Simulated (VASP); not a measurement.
Here is a VASP 6.6.1 calculation.

The input INCAR:

```
ALGO     = Normal         # electronic algorithm
EDIFF    = 1E-8           # SCF threshold, eV
ENCUT    = 520            # plane-wave cutoff, eV
GGA      = PE             # functional
ISIF     = 2              # what is computed and relaxed
ISMEAR   = -1             # smearing method
LASPH    = T              # aspherical terms in the spheres
LCHARG   = F              # write CHGCAR
LEFG     = T            
LREAL    = F              # projectors in reciprocal space
LWAVE    = F              # write WAVECAR
NBANDS   = 15             # bands
NELM     = 80             # most SCF steps
PREC     = Accurate       # precision mode
SIGMA    = 0.03           # smearing width, eV
```

Contents of KPOINTS:

```
k-points
0
Gamma
  7 7 7
```

The input POSCAR:

```
KCl
1.0
    0.0000000000      3.0929780000      3.1561000000
    3.0929780000      0.0000000000      3.1561000000
    3.0929780000      3.0929780000      0.0000000000
K Cl
1 1
Direct
    0.0000000000      0.0000000000      0.0000000000
    0.5000000000      0.5000000000      0.5000000000
```

Potentials or basis: VASP PAW PBE potentials, release 64 (K_sv, Cl).

Command:

```sh
$ cat potpaw_PBE.64/K_sv/POTCAR potpaw_PBE.64/Cl/POTCAR > POTCAR
$ mpirun -np 1 vasp_std > vasp.out
```

Q: What does it give for the band gap on the k mesh?

A: 5.29 eV, direct.

Q: Predict the pressure.

A: 1.5 GPa.

Stress tensor (GPa, compression positive):
```
1.77 0.00 0.00
0.00 1.77 0.00
0.00 0.00 0.89
```

Caveat: the cell differs from its parent crystal (equal xx and yy strain of -2 %); without QUAD_EFG the Cq values of the log hold for a quadrupole moment of 1 mb, not for the nuclei. A k mesh can miss the band edges.
